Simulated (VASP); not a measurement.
Wanted: the native input for a VASP 6.6.1 run.

```yaml
Task: single point
Functional: PBE
Potentials_or_basis: VASP PAW PBE potentials, release 64 (Sn_d, Se)
Cutoff: 520 eV
k_mesh: 12 × 12 × 12
Occupations: fermi-dirac, width 0.05 eV
Spin: no spin polarisation
Dipole_correction: no
Further_INCAR_settings: ALGO = Normal; EDIFF = 1e-07; NBANDS = 17
```

The structure of SnSe (zincblende type) lies in POSCAR:

```
SnSe
1.0
    0.0000000000      3.3889240702      3.3889240702
    3.3889240702      0.0000000000      3.3889240702
    3.3889240702      3.3889240702      0.0000000000
Sn Se
1 1
Direct
    0.0000000000      0.0000000000      0.0000000000
    0.2500000000      0.2500000000      0.2500000000
```

The input as run:

INCAR

```
SYSTEM = SnSe
ALGO     = Normal         ! electronic algorithm
EDIFF    = 1E-7           ! SCF threshold, eV
ENCUT    = 520            ! plane-wave cutoff, eV
GGA      = PE             ! functional
ISIF     = 2              ! what is computed and relaxed
ISMEAR   = -1             ! smearing method
LASPH    = .TRUE.         ! aspherical terms in the spheres
LCHARG   = .TRUE.         ! write CHGCAR
LELF     = .TRUE.         ! ELF
LREAL    = .FALSE.        ! projectors in reciprocal space
LVHAR    = .TRUE.       
LWAVE    = .FALSE.        ! write WAVECAR
NBANDS   = 17             ! bands
NELM     = 80             ! most SCF steps
PREC     = Accurate       ! precision mode
SIGMA    = 0.05           ! smearing width, eV
```

KPOINTS

```
k-points
0
G
  12 12 12
  0 0 0
```

Potentials or basis: VASP PAW PBE potentials, release 64 (Sn_d, Se).

Launch:

```console
$ cat potpaw_PBE.64/Sn_d/POTCAR potpaw_PBE.64/Se/POTCAR > POTCAR
$ mpirun -np 1 vasp_std > vasp.out
```

Results of the run:

```json
{
 "Pressure": "0.0 GPa",
 "Band gap on the k mesh": "0.05 eV (least direct gap 0.68 eV)"
}
```

Caveat: spin-orbit coupling is left out, which moves the levels of the heavy elements.

Run time: 35 s on 1 thread of Intel(R) Xeon(R) 6975P-C (Granite Rapids) (shared host), peak memory 0.26 GiB.
